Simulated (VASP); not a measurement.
SrTiO3:

```
CELL_PARAMETERS angstrom
3.93640 0.00000 0.00000
0.00000 3.93640 0.00000
0.00000 0.00000 3.93640
ATOMIC_POSITIONS crystal
Sr 0.50000 0.50000 0.50000
Ti 0.00000 0.00000 0.00000
O 0.50000 0.00000 0.00000
O 0.00000 0.50000 0.00000
O 0.00000 0.00000 0.50000
```

| Property | Result |
| --- | --- |
| Program | VASP 6.6.1 |
| Task | relaxation of cell and atoms |
| Functional | PBEsol |
| Potentials or basis | VASP PAW PBE potentials, release 64 (Sr_sv, Ti_sv, O) |
| Cutoff | 600 eV |
| k mesh | 8 × 8 × 8 |
| Occupations | gaussian, width 0.02 eV |
| Spin | no spin polarisation |

At the start: pressure -5.5 GPa; volume 12.20 Å³/atom.

Q: Where does the relaxation end?

A: Over 3 steps the energy falls by 6.8 meV/atom and the volume is 11.82 Å³/atom (-3.1 %); space group Pm-3m (No. 221, to 0.05 Å).

Step by step:
```tsv
step	energy change (eV)	largest force (eV/Å)	pressure (GPa)	volume (Å³)
1	0.0000	0.0000	-5.55	61.00
2	-0.0035	0.0000	5.86	57.34
3	-0.0342	0.0000	-0.03	59.08
```

Final structure:
```xyz
5
Lattice="3.8947 0.0000 0.0000 0.0000 3.8947 0.0000 0.0000 0.0000 3.8947" Properties=species:S:1:pos:R:3 pbc="T T T"
Sr    1.9474    1.9474    1.9474
Ti    0.0000    0.0000    0.0000
O     1.9474    0.0000    0.0000
O     0.0000    1.9474    0.0000
O     0.0000    0.0000    1.9474
```

Caveat: the PAW data sets were made with another functional, which shifts forces and pressure a little.
